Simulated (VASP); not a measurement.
The system is CoSi (rocksalt type).

```xyz
2
Lattice="0.0000 2.2924 2.2924 2.2924 0.0000 2.2924 2.2924 2.2924 0.0000" Properties=species:S:1:pos:R:3 pbc="T T T"
Co    0.0000    0.0000    0.0000
Si    2.2924    2.2924    2.2924
```

```yaml
Program: VASP 6.6.1
Task: relaxation of cell and atoms
Functional: r2SCAN
Potentials_or_basis: VASP PAW PBE potentials, release 64 (Co, Si)
Cutoff: 660 eV
k_mesh: 14 × 14 × 14
Occupations: fermi-dirac, width 0.1 eV
Spin: no spin polarisation
```

At the start: pressure 5.4 GPa; volume 12.05 Å³/atom.

**Question.** Where does the relaxation end?

**Answer.** Over 3 steps the energy falls by 5.9 meV/atom and the volume is 12.41 Å³/atom (+3.0 %); space group Fm-3m (No. 225, to 0.05 Å).

Step by step:
```tsv
step	energy change (eV)	largest force (eV/Å)	pressure (GPa)	volume (Å³)
1	0.0000	0.0000	5.44	24.09
2	-0.0008	0.0000	-4.87	25.55
3	-0.0118	0.0000	-0.06	24.82
```

Final structure:
```yaml
crystal:
  lattice:
    - [0.00000, 2.31534, 2.31534]
    - [2.31534, 0.00000, 2.31534]
    - [2.31534, 2.31534, 0.00000]
  atoms:
    - { symbol: Co, position: [0.00000, 0.00000, 0.00000] }
    - { symbol: Si, position: [0.50000, 0.50000, 0.50000] }
```

Caveat: the PAW data sets were made with another functional, which shifts forces and pressure a little.
